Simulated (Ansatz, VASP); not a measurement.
## C: VASP beside Ansatz

```
C
1.0
     1.36701   -2.18520    0.00000
     1.36701    2.18520    0.00000
     0.00000    0.00000    8.90739
C
4
Direct
  0.08333 0.91667 0.75030
  0.58333 0.41667 0.24970
  0.91667 0.08333 0.24970
  0.41667 0.58333 0.75030
```

Change from the starting cell: volume 13.304 Å^3 an atom, stretch along a over the lengths across it, relative to the relaxed cell 1.0835.

Alike in both runs: task single point; functional PBE; k mesh 21 × 21 × 6; occupations gaussian, width 0.15 eV; no spin polarisation.

|  | VASP | Ansatz |
| --- | --- | --- |
| version | VASP 6.6.1 | Ansatz 0.2.0 |
| potentials or method | VASP PAW PBE potentials, release 64 (C), cutoff 520 eV | scalar-relativistic, plane waves, PAW |
| valence electrons in the cell | 16 | 16 |

|  | VASP | Ansatz | Ansatz less VASP |
| --- | --- | --- | --- |
| gap on the k mesh at the Fermi level (eV) | 0.66 | 0.66 | -0.001 |
| least direct gap on the mesh (eV) | 0.68 | 0.68 | 0.000 |
| rms of the force components (eV/Å) | 0.024 | 0.037 | +0.0127 |

Atom by atom the forces differ by 0.013 eV/Å (rms over components).
